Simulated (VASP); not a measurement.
Wanted: the native input for a VASP 6.6.1 run.

```
Task                   : relaxation of cell and atoms
Functional             : PBE
Potentials or basis    : VASP PAW PBE potentials, release 64 (Sb)
Cutoff                 : 600 eV
k mesh                 : 14 × 14 × 8
Occupations            : fermi-dirac, width 0.08 eV
Spin                   : no spin polarisation
Target pressure        : 22 GPa
Dipole correction      : no
Further INCAR settings : ALGO = Normal; EDIFF = 1e-07; IBRION = 2; EDIFFG = -0.005; NSW = 32; ISIF = 3
```

The structure of Sb lies in POSCAR:

```
Sb
1.0
    3.1400140484      0.0000000000      0.0000000000
   -1.5700070242      2.7193319342      0.0000000000
    0.0000000000      0.0000000000      5.1425066065
Sb
2
Direct
    0.3333333333      0.6666666667      0.2500000000
    0.6666666667      0.3333333333      0.7500000000
```

One way to write it, as run:

INCAR

```
PREC     = Accurate       # precision mode
ENCUT    = 600            # plane-wave cutoff, eV
EDIFF    = 1E-7           # SCF threshold, eV
ISMEAR   = -1             # smearing method
SIGMA    = 0.08           # smearing width, eV
LREAL    = F              # projectors in reciprocal space
LASPH    = T              # aspherical terms in the spheres
NELM     = 80             # most SCF steps
ALGO     = Normal         # electronic algorithm
ISIF     = 3              # what is computed and relaxed
LWAVE    = F              # write WAVECAR
LCHARG   = F              # write CHGCAR
GGA      = PE             # functional
IBRION   = 2              # ionic algorithm
NSW      = 32             # ionic steps
EDIFFG   = -0.005         # ionic threshold
PSTRESS  = 220.0
```

KPOINTS

```
Automatic mesh
0
Gamma
  14 14 8
```

Potentials or basis: VASP PAW PBE potentials, release 64 (Sb).

Run with:

```console
$ cat potpaw_PBE.64/Sb/POTCAR > POTCAR
$ mpirun -np 1 vasp_std > vasp.out
```

It gave:

- Relaxed volume: 21.95 Å³/atom
- Relaxed cell: a = 3.140 Å, b = 3.140 Å, c = 5.142 Å, α = 90.00°, β = 90.00°, γ = 120.00°
- Space group after relaxing (to 0.05 Å): P6_3/mmc (No. 194)
- Energy change on relaxing (the enthalpy is what falls): +0.9 meV/atom
- Ionic steps: 3
- Pressure after relaxing: 22.0 GPa
- Band gap on the k mesh: zero (band 5 reaches 17.17 eV, above the bottom of band 6 at 7.65 eV)

Caveat: the cell is relaxed towards a set pressure, so the enthalpy falls and the energy may rise; spin-orbit coupling is left out, which moves the levels of the heavy elements.

Wall time 70 s on 1 thread of Intel Xeon 6975P-C, with other jobs on the host, peak memory 0.22 GiB.
